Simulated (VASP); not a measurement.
The system is CsPt.

```
Cs Pt
1.0
     0.00000    3.50586    3.50586
     3.50586    0.00000    3.50586
     3.50586    3.50586    0.00000
Cs Pt
1 1
Direct
  0.00000 0.00000 0.00000
  0.25000 0.25000 0.25000
```

```yaml
Program: VASP 6.6.1
Task: relaxation of cell and atoms
Functional: PBE
Potentials_or_basis: VASP PAW PBE potentials, release 64 (Cs_sv, Pt)
Cutoff: 600 eV
k_mesh: 14 × 14 × 14
Occupations: gaussian, width 0.1 eV
Spin: no spin polarisation
```

At the start: pressure 0.9 GPa; volume 43.09 Å³/atom.

Task: How do energy, volume and symmetry change on relaxing?

Result: Over 5 steps the energy falls by 12.7 meV/atom and the volume is 48.59 Å³/atom (+12.8 %); space group F-43m (No. 216, to 0.05 Å).

The path:
| step | energy change (eV) | largest force (eV/Å) | pressure (GPa) | volume (Å³) |
| --- | --- | --- | --- | --- |
| 1 | 0.0000 | 0.0000 | 0.93 | 86.18 |
| 2 | -0.0143 | 0.0000 | 0.54 | 89.35 |
| 3 | -0.0241 | 0.0000 | 0.15 | 94.17 |
| 4 | -0.0254 | 0.0000 | 0.04 | 96.28 |
| 5 | -0.0255 | 0.0000 | 0.00 | 97.18 |

Final structure:
```yaml
crystal:
  lattice:
    - [0.00000, 3.64911, 3.64911]
    - [3.64911, 0.00000, 3.64911]
    - [3.64911, 3.64911, 0.00000]
  atoms:
    - { symbol: Cs, position: [0.00000, 0.00000, 0.00000] }
    - { symbol: Pt, position: [0.25000, 0.25000, 0.25000] }
```
